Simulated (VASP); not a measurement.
# CdH2O2 (P3m1) in VASP: single point with PBEsol

Aim: the single point of CdH2O2 with PBEsol.

Program: VASP 6.6.1. These are calculated values, not measurements. Logs are shortened: lines on timing, memory, paths and dates and some standing lists are left out, and cuts for length are marked.

### Step 1. The cell of the first run

It takes space group P3m1 (No. 156, trigonal). Conventional cell: a = 3.840 Å, b = 3.840 Å, c = 4.441 Å, α = 90.00°, β = 90.00°, γ = 120.00°. Cd (site symmetry 3m) has 3 H at 2.22 Å and 6 O at 2.39 to 2.43 Å within 2.9 Å. Within 1.3 Å of H (site symmetry 3m) lie 1 O at 0.99 Å. Within 1.3 Å of H (site symmetry 3m) lie 1 O at 0.98 Å. Within 1.3 Å of O (site symmetry 3m) lie 1 H at 0.99 Å. Within 1.3 Å of O (site symmetry 3m) lie 1 H at 0.98 Å.

### Step 2. Single point, PBEsol

INCAR

```
PREC = Accurate
ENCUT = 520
EDIFF = 1E-6
ISMEAR = -1
SIGMA = 0.02
LREAL = False
LASPH = True
NELM = 100
ALGO = Normal
ISIF = 2
LWAVE = False
LCHARG = False
GGA = PS
NBANDS = 21
```

KPOINTS

```
regular mesh
0
Gamma
  7 7 5
```

POSCAR

```
CdH2O2
1.0
    3.8398220000      0.0000000000      0.0000000000
   -1.9199110000      3.3253833980      0.0000000000
    0.0000000000      0.0000000000      4.4413930000
Cd H O
1 2 2
Direct
    0.3333330000      0.6666670000      0.9873000000
    0.0000000000      0.0000000000      0.0080770000
    0.6666670000      0.3333330000      0.4318850000
    0.0000000000      0.0000000000      0.7861940000
    0.6666670000      0.3333330000      0.2118940000
```

Potentials or basis: VASP PAW PBE potentials, release 64 (Cd, H, O).

Started as:

```sh
cat potpaw_PBE.64/Cd/POTCAR potpaw_PBE.64/H/POTCAR potpaw_PBE.64/O/POTCAR > POTCAR
mpirun -np 1 vasp_std > vasp.out
```

OUTCAR:

```text
PREC = Accurate
   ENCUT = 520
   EDIFF = 1E-6
   ISMEAR = -1
   LREAL = False
   LASPH = True
   NELM = 100
   ISIF = 2
   GGA = PS

 ion  position               nearest neighbor table
   1  0.333  0.667  0.987-   2 2.22   2 2.22   2 2.22   4 2.39   4 2.39   4 2.39   5 2.43   5 2.43
                             5 2.43
   2  0.000  0.000  0.008-   4 0.99   1 2.22   1 2.22   1 2.22
   3  0.667  0.333  0.432-   5 0.98
   4  0.000  0.000  0.786-   2 0.99   1 2.39   1 2.39   1 2.39
   5  0.667  0.333  0.212-   3 0.98   1 2.43   1 2.43   1 2.43

  LATTYP: Found a hexagonal cell.
 ALAT       =     3.8398220000
 C/A-ratio  =     1.1566663767

  Lattice vectors:

 A1 = (   3.8398220000,   0.0000000000,   0.0000000000)
 A2 = (  -1.9199110000,   3.3253833980,   0.0000000000)
 A3 = (   0.0000000000,   0.0000000000,   4.4413930000)

Analysis of symmetry for initial positions (statically):
=====================================================================
 Subroutine PRICEL returns:
 Original cell was already a primitive cell.

 Routine SETGRP: Setting up the symmetry group for a
 hexagonal supercell.

 Subroutine GETGRP returns: Found  6 space group operations
 (whereof  6 operations were pure point group operations)
 out of a pool of 24 trial point group operations.

The static configuration has the point symmetry C_3v.

Analysis of symmetry for dynamics (positions and initial velocities):
=====================================================================
 Subroutine PRICEL returns:
 Original cell was already a primitive cell.

 Routine SETGRP: Setting up the symmetry group for a
 hexagonal supercell.

 Subroutine GETGRP returns: Found  6 space group operations
 (whereof  6 operations were pure point group operations)
 out of a pool of 24 trial point group operations.

The dynamic configuration has the point symmetry C_3v.

 Subroutine INISYM returns: Found  6 space group operations
 (whereof  6 operations are pure point group operations),
 and found     1 'primitive' translations

----------------------------------------------------------------------------------------

                                     Primitive cell

  volume of cell :      56.7116

  direct lattice vectors                    reciprocal lattice vectors
     3.839822000  0.000000000  0.000000000     0.260428739  0.150358602  0.000000000
    -1.919911000  3.325383398  0.000000000     0.000000000  0.300717205  0.000000000
     0.000000000  0.000000000  4.441393000     0.000000000  0.000000000  0.225154586

  length of vectors
     3.839822000  3.839822000  4.441393000     0.300717205  0.300717205  0.225154586

  position of ions in fractional coordinates (direct lattice)
     0.333333000  0.666667000  0.987300000
     0.000000000  0.000000000  0.008077000
     0.666667000  0.333333000  0.431885000
     0.000000000  0.000000000  0.786194000
     0.666667000  0.333333000  0.211894000

  ion indices of the primitive-cell ions
   primitive index   ion index
                 1           1
                 2           2
                 3           3
                 4           4
                 5           5

----------------------------------------------------------------------------------------

 KPOINTS: regular mesh

Automatic generation of k-mesh.
 Grid dimensions read from file:
 generate k-points for:    7    7    5

 Generating k-lattice:

  Cartesian coordinates                     Fractional coordinates (reciprocal lattice)
     0.037204106  0.021479800  0.000000000     0.142857143  0.000000000  0.000000000
     0.000000000  0.042959601  0.000000000     0.000000000  0.142857143  0.000000000
     0.000000000  0.000000000  0.045030917     0.000000000  0.000000000  0.200000000

  Length of vectors
     0.042959601  0.042959601  0.045030917

  Shift w.r.t. Gamma in fractional coordinates (k-lattice)
     0.000000000  0.000000000  0.000000000

 Subroutine IBZKPT returns following result:
 ===========================================

 Found     32 irreducible k-points:

 Following reciprocal coordinates:
            Coordinates               Weight
  0.000000  0.000000  0.000000      1.000000
  0.142857  0.000000  0.000000      6.000000
  0.285714 -0.000000  0.000000      6.000000
  0.428571 -0.000000  0.000000      6.000000
  0.142857  0.142857  0.000000      6.000000
  0.285714  0.142857  0.000000     12.000000
[... 16 lines left out ...]
  0.000000  0.142857  0.400000      6.000000
  0.285714 -0.000000  0.400000      6.000000
 [... further k-points ...]
   k-points           NKPTS =     32   k-points in BZ     NKDIM =     32   number of bands    NBANDS=     21
   number of dos      NEDOS =    301   number of ions     NIONS =      5
   total plane-waves  NPLWV =  32400
   dimension x,y,z NGX =    30 NGY =   30 NGZ =   36
   dimension x,y,z NGXF=    60 NGYF=   60 NGZF=   72
   ions per type =               1   2   2
   NGX,Y,Z   is equivalent  to a cutoff of  12.99, 12.99, 13.48 a.u.
   NGXF,Y,Z  is equivalent  to a cutoff of  25.98, 25.98, 26.95 a.u.
 SYSTEM =  unknown system
   PREC   = accura    normal or accurate (medium, high low for compatibility)
   ISTART =      0    job   : 0-new  1-cont  2-samecut
   ICHARG =      2    charge: 1-file 2-atom 10-const
   ISPIN  =      1    spin polarized calculation?
   LNONCOLLINEAR =      F non collinear calculations
   LSORBIT =      F    spin-orbit coupling
   LASPH  =      T    aspherical Exc in radial PAW
   ENCUT  =  520.0 eV  38.22 Ry    6.18 a.u.   7.14  7.14  8.26*2*pi/ulx,y,z
   NELM   =    100;   NELMIN=  2; NELMDL= -5     # of ELM steps
   EDIFF  = 0.1E-05   stopping-criterion for ELM
   LREAL  =      F    real-space projection
   EDIFFG = 0.1E-04   stopping-criterion for IOM
   NSW    =      0    number of steps for IOM
   IBRION =     -1    ionic relax: 0-MD 1-quasi-New 2-CG
   NFREE  =      0    steps in history (QN), initial steepest desc. (CG)
   ISIF   =      2    stress and relaxation
   ISYM   =      2    0-nonsym 1-usesym 2-fastsym
   POTIM  = 0.5000    time-step for ionic-motion
   TEBEG  =    0.0;   TEEND  =   0.0 temperature during run
   PSTRESS=    0.0 pullay stress
   NELECT =      26.0000    total number of electrons
   NUPDOWN=      -1.0000    fix difference up-down
   EMIN   =  10.00;   EMAX   =-10.00  energy-range for DOS
   EFERMI =   0.00;   METHOD = LEGACY
   ISMEAR =    -1;   SIGMA  =   0.02  broadening in eV -4-tet -1-fermi 0-gaus
   EFERMI_NEDOS =   21; number of points for ismear=-14 and -15
   IALGO  =     38    algorithm
   IMIX   =      4    mixing-type and parameters
     AMIX     =   0.40;   BMIX     =  1.00
     AMIX_MAG =   1.60;   BMIX_MAG =  1.00
  volume/ion in A,a.u.               =      11.34        76.54
  Fermi-wavevector in a.u.,A,eV,Ry     =   1.262337  2.385471 21.680808  1.593494
  Thomas-Fermi vector in A             =   2.395750
   LORBIT       =      0    0 simple, 1 ext, 2 COOP (PROOUT), +10 PAW based schemes
   GGA     = PS    functional components
   LHFCALC =     F    Hartree Fock is set to
   AEXX    =    0.0000 exact exchange contribution
   IVDW    =     0    specifies the selected vdW correction
   LEPSILON=     F    determine dielectric tensor
   LRPA    =     F    only Hartree local field effects (RPA)
 non-spin polarized calculation
  energy-cutoff  :      520.00
  volume of cell :       56.71
 maximum number of plane-waves:      1546
 NGX is ok and might be reduce to    30
   NGX = 15   NGY = 15   NGZ = 17

 number of electron      26.0000010 magnetization

 Free energy of the ion-electron system (eV)
  ---------------------------------------------------
  ext. energy  EPLUGINS =         0.00000000
  ---------------------------------------------------
  free energy    TOTEN  =       -22.51812527 eV

  energy without entropy =      -22.51812527  energy(sigma->0) =      -22.51812527

 E-fermi :  -0.5265     XC(G=0):  -9.4521

 val. band max:       -0.9860558206   @ k =   0.4286  -0.0000   0.0000
 cond. band min:       0.1446237839   @ k =   0.0000   0.0000   0.0000
 fundamental gap:      1.1306796045
 Fermi energy:        -0.5265468897

 k-point     1 :       0.0000    0.0000    0.0000
  band No.  band energies     occupation
      1     -19.2124      2.00000
      2     -18.1589      2.00000
      3      -7.9194      2.00000
      4      -7.7326      2.00000
      5      -7.7326      2.00000
      6      -7.1276      2.00000
[... 13 lines left out ...]
     20      13.0709      0.00000
     21      15.0355      0.00000

 k-point     2 :       0.1429    0.0000    0.0000
  band No.  band energies     occupation
      1     -19.1546      2.00000
      2     -18.1963      2.00000
      3      -7.8897      2.00000
      4      -7.6589      2.00000
      5      -7.6116      2.00000
      6      -7.1572      2.00000
[... 13 lines left out ...]
     20      12.7061      0.00000
     21      15.1294      0.00000

 k-point     3 :       0.2857   -0.0000    0.0000
  band No.  band energies     occupation
      1     -19.0134      2.00000
      2     -18.2884      2.00000
      3      -7.7563      2.00000
      4      -7.4986      2.00000
      5      -7.4751      2.00000
      6      -7.1389      2.00000
[... 13 lines left out ...]
     20      12.9001      0.00000
     21      14.1564      0.00000

 k-point     4 :       0.4286   -0.0000    0.0000
  band No.  band energies     occupation
      1     -18.8792      2.00000
      2     -18.3797      2.00000
      3      -7.6942      2.00000
      4      -7.4075      2.00000
      5      -7.3300      2.00000
      6      -7.1017      2.00000
[... 13 lines left out ...]
     20      12.3511      0.00000
     21      13.5886      0.00000

 k-point     5 :       0.1429    0.1429    0.0000
  band No.  band energies     occupation
      1     -19.0552      2.00000
      2     -18.2604      2.00000
      3      -7.7912      2.00000
      4      -7.5306      2.00000
      5      -7.5146      2.00000
      6      -7.1585      2.00000
[... 13 lines left out ...]
     20      12.9338      0.00000
     21      14.0550      0.00000

 k-point     6 :       0.2857    0.1429    0.0000
  band No.  band energies     occupation
      1     -18.9170      2.00000
      2     -18.3505      2.00000
      3      -7.6458      2.00000
      4      -7.4880      2.00000
      5      -7.3686      2.00000
      6      -7.1149      2.00000
[... 13 lines left out ...]
     20      12.4545      0.00000
     21      13.3379      0.00000

 k-point     7 :       0.4286    0.1429    0.0000
  band No.  band energies     occupation
      1     -18.8458      2.00000
      2     -18.3991      2.00000
      3      -7.6414      2.00000
      4      -7.4060      2.00000
      5      -7.2873      2.00000
      6      -7.1481      2.00000
[... 13 lines left out ...]
     20      12.1538      0.00000
     21      13.1468      0.00000
[... 291 lines left out ...]
      1     -18.8306      2.00000
      2     -18.3979      2.00000
      3      -7.6009      2.00000
      4      -7.4691      2.00000
      5      -7.2892      2.00000
      6      -7.1635      2.00000
[... 13 lines left out ...]
     20      12.3900      0.00000
     21      13.3200      0.00000

 k-point    21 :       0.0000    0.0000    0.4000
  band No.  band energies     occupation
      1     -19.0845      2.00000
      2     -18.2980      2.00000
      3      -7.7240      2.00000
      4      -7.7240      2.00000
      5      -7.6730      2.00000
      6      -7.1409      2.00000
[... 13 lines left out ...]
     20      13.3670      0.00000
     21      13.3670      0.00000

 k-point    22 :       0.1429    0.0000    0.4000
  band No.  band energies     occupation
      1     -19.0383      2.00000
      2     -18.3168      2.00000
      3      -7.7811      2.00000
      4      -7.6512      2.00000
      5      -7.5685      2.00000
      6      -7.1749      2.00000
[... 13 lines left out ...]
     20      13.3154      0.00000
     21      13.4553      0.00000

 k-point    23 :       0.0000    0.1429    0.4000
  band No.  band energies     occupation
      1     -19.0389      2.00000
      2     -18.3160      2.00000
      3      -7.7975      2.00000
      4      -7.6565      2.00000
      5      -7.5595      2.00000
      6      -7.1709      2.00000
[... 13 lines left out ...]
     20      13.3075      0.00000
     21      13.4576      0.00000

 k-point    24 :       0.2857   -0.0000    0.4000
  band No.  band energies     occupation
      1     -18.9305      2.00000
      2     -18.3607      2.00000
      3      -7.7453      2.00000
      4      -7.5474      2.00000
      5      -7.5036      2.00000
      6      -7.1513      2.00000
[... 13 lines left out ...]
     20      12.7253      0.00000
     21      13.2485      0.00000

 [... further k-points ...]
[... 5 lines left out ...]
  --------------------------------------------------------------------------------------
  -------------------------------------------------------------------------------------
  Total       -1.7816088     -1.7816088     -0.4473079      0.0000000      0.0000000      0.0000000
  in kB      -50.3327793    -50.3327793    -12.6370335      0.0000000      0.0000000      0.0000000
  external PRESSURE =     -37.7675307 kB  Pullay stress =       0.0000000 kB

 VOLUME and BASIS-vectors are now :
 -----------------------------------------------------------------------------
  energy-cutoff  :      520.00
  volume of cell :       56.71
      direct lattice vectors                 reciprocal lattice vectors
     3.839822000  0.000000000  0.000000000     0.260428739  0.150358602  0.000000000
    -1.919911000  3.325383398  0.000000000     0.000000000  0.300717205  0.000000000
     0.000000000  0.000000000  4.441393000     0.000000000  0.000000000  0.225154586

 POSITION                                       TOTAL-FORCE (eV/Angst)
 -----------------------------------------------------------------------------------
     -0.00000      2.21692      4.38499        -0.000000      0.000000     -0.043844
      0.00000      0.00000      0.03587        -0.000000     -0.000000      0.279354
      1.91991      1.10846      1.91817        -0.000000     -0.000000      0.169647
      0.00000      0.00000      3.49180        -0.000000     -0.000000      0.126150
      1.91991      1.10846      0.94110         0.000000     -0.000000     -0.531307
 -----------------------------------------------------------------------------------
    total drift:                               -0.002110      0.001219      0.000618

  FREE ENERGIE OF THE ION-ELECTRON SYSTEM (eV)
  ---------------------------------------------------
  free  energy   TOTEN  =       -22.5181252723 eV

  energy  without entropy=      -22.5181252723  energy(sigma->0) =      -22.51812527
```

It used 110 s of CPU time on 1 thread of AMD EPYC 7R13 Processor (Zen 3), with other jobs on the host.

Results:

- Free energy: -22.5181 eV
- Pressure: -3.8 GPa
- Largest force: 0.531 eV/Å
- Band gap on the k mesh: 1.13 eV, indirect (least direct gap 1.65 eV)

Forces in eV/Å, atoms in the order of the input:
```
Cd   0.000  0.000 -0.044
H    0.000  0.000  0.279
H    0.000  0.000  0.170
O    0.000  0.000  0.126
O    0.000  0.000 -0.531
```

Levels at points of the mesh, in eV from the valence-band top:
```csv
k point,band 10,band 11,band 12,band 13,band 14,band 15,band 16,band 17
"(0.00, 0.00, 0.00)",-0.93,-0.93,-0.52,-0.52,1.13,6.09,10.00,10.73
```

Caveat: the PAW data sets were made with another functional, which shifts forces and pressure a little. A k mesh can miss the band edges.
